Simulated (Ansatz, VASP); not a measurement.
# SiBr5 in VASP and in Ansatz

```
Si Br
1.0
     0.00000    4.34272    4.34272
     4.34272    0.00000    4.34272
     4.34272    4.34272    0.00000
Si Br
1 5
Cartesian
  0.0000 0.0000 0.0000
  6.5141 6.5141 6.5141
  5.4283 5.4283 3.2571
  5.4283 3.2571 5.4283
  3.2571 5.4283 5.4283
  3.2571 3.2571 3.2571
```

Change from the starting cell: species swapped into the ZrCu5 type (F-43m, No. 216).

Alike in both runs: task relaxation of cell and atoms; functional PBE; k mesh 8 × 8 × 8; occupations gaussian, width 0.1 eV; no spin polarisation.

|  | VASP | Ansatz |
| --- | --- | --- |
| version | VASP 6.6.1 | Ansatz 0.2.0 |
| potentials or method | VASP PAW PBE potentials, release 64 (Si, Br), cutoff 600 eV | scalar-relativistic, plane waves, PAW |
| valence electrons in the cell | 39 | 39 |

|  | VASP | Ansatz | Ansatz less VASP |
| --- | --- | --- | --- |
| gap on the k mesh at the Fermi level, each at its own relaxed structure (eV) | none | none | - |
| relaxed volume (Å³/atom) | 27.30 | 27.30 | 0.000 |
| relaxed length of the cell vector where the two differ most in proportion (Å) | 6.142 | 6.142 | 0.0000 |

A gap of «none» marks a metal or a gap that the smearing closes.

Noted on VASP's run: the relaxation stopped at its first step, so nothing moved.
